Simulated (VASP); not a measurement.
Here is a VASP 6.6.1 calculation.

File INCAR:

```
  PREC = Accurate
  ENCUT = 500
  EDIFF = 1E-6
  ISMEAR = -1
  SIGMA = 0.02
  LREAL = F
  LASPH = T
  NELM = 120
  ALGO = Normal
  ISIF = 2
  LWAVE = F
  LCHARG = F
  GGA = PE
  NBANDS = 11
  GGA_COMPAT = F
```

KPOINTS

```
regular mesh
0
Gamma
  8 8 8
```

The input POSCAR:

```
NaH
1.0
    2.9358607575      0.0134396812      0.0134396812
    0.0134396812      2.9358607575      0.0134396812
    0.0134396812      0.0134396812      2.9358607575
Na H
1 1
Direct
    0.0000000000      0.0000000000      0.0000000000
    0.5000000000      0.5000000000      0.5000000000
```

Potentials or basis: VASP PAW PBE potentials, release 64 (Na_pv, H).

Launch:

```bash
$ cat potpaw_PBE.64/Na_pv/POTCAR potpaw_PBE.64/H/POTCAR > POTCAR
$ mpirun -np 1 vasp_std > vasp.out
```

(1) What does it give for the band gap on the k mesh?

(2) What does it give for the pressure?

Answers

(1) 1.03 eV (least direct gap 4.49 eV).

(2) 0.6 GPa.

Caveat: the cell differs from its parent crystal (epitaxial 111 strain -0.3%); the structure was generated, so it needn't be the stable form of NaH.
